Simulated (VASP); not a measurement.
Here is a VASP 6.6.1 calculation.

File POSCAR:

```
Mo
1.0
   -1.5699306622      1.5699306622      1.5699306622
    1.5699306622     -1.5699306622      1.5699306622
    1.5699306622      1.5699306622     -1.5699306622
Mo
1
Direct
    0.0000000000      0.0000000000      0.0000000000
```

The input INCAR.step1:

```
PREC = Accurate
ENCUT = 550
ISMEAR = -1
SIGMA = 0.1
LREAL = F
LASPH = T
NELM = 120
NBANDS = 13
GGA = PE
ALGO = Normal
EDIFF = 1E-5
LWAVE = T
LCHARG = F
GGA_COMPAT = F
```

INCAR.step2

```
PREC = Accurate
ENCUT = 550
EDIFF = 1E-6
ISMEAR = -1
SIGMA = 0.1
LREAL = F
LASPH = T
NELM = 120
ALGO = Normal
ISIF = 2
LWAVE = F
LCHARG = F
METAGGA = R2SCAN
LMIXTAU = T
NBANDS = 13
ISTART = 1
GGA_COMPAT = F
```

File KPOINTS:

```
Automatic mesh
0
Gamma
  15 15 15
```

Potentials or basis: VASP PAW PBE potentials, release 64 (Mo_sv).

Command:

```sh
$ cat potpaw_PBE.64/Mo_sv/POTCAR > POTCAR
$ cp INCAR.step1 INCAR
$ mpirun -np 1 vasp_std > vasp.out
$ cp INCAR.step2 INCAR
$ mpirun -np 1 vasp_std > vasp.out
```

Estimate the pressure.

4.2 GPa.

Predict the band gap on the k mesh.

zero (bands 7 and 8 overlap by 5.33 eV).

Caveat: the cell stands under pressure; the PAW data sets were made with another functional, which shifts forces and pressure a little.
